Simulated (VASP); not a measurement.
Write the native input for VASP 6.6.1 that does the following.

- Task: single point
- Functional: PBE
- Potentials or basis: VASP PAW PBE potentials, release 64 (V_sv)
- Cutoff: 520 eV
- k mesh: 20 × 20 × 20
- Occupations: fermi-dirac, width 0.1 eV
- Spin: no spin polarisation
- Dipole correction: no
- Further INCAR settings: ALGO = Normal; EDIFF = 1e-07; NBANDS = 12

The structure of V lies in POSCAR:

```
V
1.0
   -1.3293619687      1.3293619687      1.3293619687
    1.3293619687     -1.3293619687      1.3293619687
    1.3293619687      1.3293619687     -1.3293619687
V
1
Direct
    0.0000000000      0.0000000000      0.0000000000
```

This cell differs from its parent crystal: volume scaled by 0.697, to set the pressure.

One way to write it, as run:

INCAR

```
SYSTEM = V
PREC = Accurate
ENCUT = 520
EDIFF = 1E-7
ISMEAR = -1
SIGMA = 0.1
LREAL = .False.
LASPH = .True.
NELM = 60
ALGO = Normal
ISIF = 2
LWAVE = .False.
LCHARG = .False.
GGA = PE
NBANDS = 12
```

KPOINTS

```
Automatic mesh
0
Gamma
  20 20 20
  0 0 0
```

Potentials or basis: VASP PAW PBE potentials, release 64 (V_sv).

The run is started by

```console
$ cat potpaw_PBE.64/V_sv/POTCAR > POTCAR
$ mpirun -np 1 vasp_std > vasp.out
```

It gave:

```
Pressure : 127.9 GPa
```

Caveat: the cell differs from its parent crystal (volume scaled by 0.697, to set the pressure).

Run time: 14 s on 1 thread of Intel Xeon 6975P-C (shared host), peak memory 0.14 GiB.
